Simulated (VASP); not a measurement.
# Ni: single point with LDA

The system is Ni.

```xyz
1
Lattice="0.0000 1.7673 1.7673 1.7673 0.0000 1.7673 1.7673 1.7673 0.0000" Properties=species:S:1:pos:R:3 pbc="T T T"
Ni    0.0000    0.0000    0.0000
```

- Program: VASP 6.6.1
- Task: single point
- Functional: LDA
- Potentials or basis: VASP PAW LDA potentials, release 64 (Ni)
- Cutoff: 520 eV
- k mesh: 15 × 15 × 15
- Occupations: fermi-dirac, width 0.1 eV
- Spin: collinear spin, ferromagnetic start
- Starting moments: [1.41] μB
- Fixed moment: 1.41 μB

```yaml
Pressure: -9.1 GPa
Net_moment: 1.41 μB per cell
Site_moments: Ni +1.35 μB
Valence_electrons_inside_the_program's_atomic_spheres: Ni 9.26
```

Run time: 100 s on 1 thread of AMD EPYC 7R13, with other jobs on the host, peak memory 0.11 GiB.

Caveat: the cell stands under tension; the total moment is fixed, so each spin has its own Fermi level.
